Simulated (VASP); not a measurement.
A run of VASP 6.6.1:

File INCAR:

```
PREC = Accurate ; ENCUT = 880
EDIFF = 1E-7 ; ISMEAR = 0
SIGMA = 0.1 ; LREAL = False
LASPH = True ; NELM = 120
ALGO = Normal ; ISIF = 3
LWAVE = False ; LCHARG = False
GGA = PE ; IBRION = 2
NSW = 90 ; EDIFFG = -0.04
GGA_COMPAT = False ; NELMIN = 4
```

File KPOINTS:

```
regular mesh
0
Gamma
  6 6 6
```

File POSCAR:

```
Li2Ag3
1.0
    3.6740751100      0.0000000000      0.0000000000
    0.0000000000      3.6740751100      0.0000000000
    0.0000000000      0.0000000000      3.6740751100
Li Ag
2 3
Direct
    0.0000000000      0.0000000000      0.0000000000
    0.5000000000      0.5000000000      0.5000000000
    0.5000000000      0.0000000000      0.0000000000
    0.0000000000      0.5000000000      0.0000000000
    0.0000000000      0.0000000000      0.5000000000
```

Potentials or basis: VASP PAW PBE potentials, release 64 (Li_sv, Ag_sv_GW).

The run is started by

```bash
$ cat potpaw_PBE.64/Li_sv/POTCAR potpaw_PBE.64/Ag_sv_GW/POTCAR > POTCAR
$ mpirun -np 1 vasp_std > vasp.out
```

Hardware: 1 thread of AMD EPYC 7R43 64-Core Processor (Zen 3), with other jobs on the host.

How long does it take, and how much memory?

Run time: 13 min on 1 thread of AMD EPYC 7R43 64-Core Processor (Zen 3) (shared host), peak memory 0.24 GiB. Counts: scf iterations 72, k points 20, ion steps 5.
